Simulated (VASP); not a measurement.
# ZnSe: vibrations by perturbation theory with PBEsol

ZnSe:

```
Zn Se
1.0
     2.78961    2.78961    0.00000
    -2.78961    2.78961    0.00000
     0.00000    2.78961    2.78961
Zn Se
1 1
Direct
  0.00000 0.00000 0.00000
  0.75000 0.25000 0.50000
```

```
Program                : VASP 6.6.1
Task                   : vibrations by perturbation theory
Functional             : PBEsol
Potentials or basis    : VASP PAW PBE potentials, release 64 (Zn, Se)
Cutoff                 : 520 eV
k mesh                 : 8 × 8 × 8
Occupations            : gaussian, width 0.01 eV
Spin                   : no spin polarisation
Dipole correction      : no
Further INCAR settings : ALGO = Normal; EDIFF = 1e-08; IBRION = 8; NSW = 1
```

```yaml
Highest_phonon_frequency_at_Γ_LO-TO_splitting_left_out: 220 cm⁻¹
```

Phonon frequencies in cm⁻¹ (negative: imaginary):
```
              q point           frequencies
(0.000, 0.000, 0.000)  -1 -1 -1 220 220 220
```

Wall time 2.1 min on 1 thread of Intel(R) Xeon(R) Platinum 8488C (Sapphire Rapids) (shared host), peak memory 0.29 GiB.

Caveat: the cell wasn't relaxed at this level first, which shifts response properties.
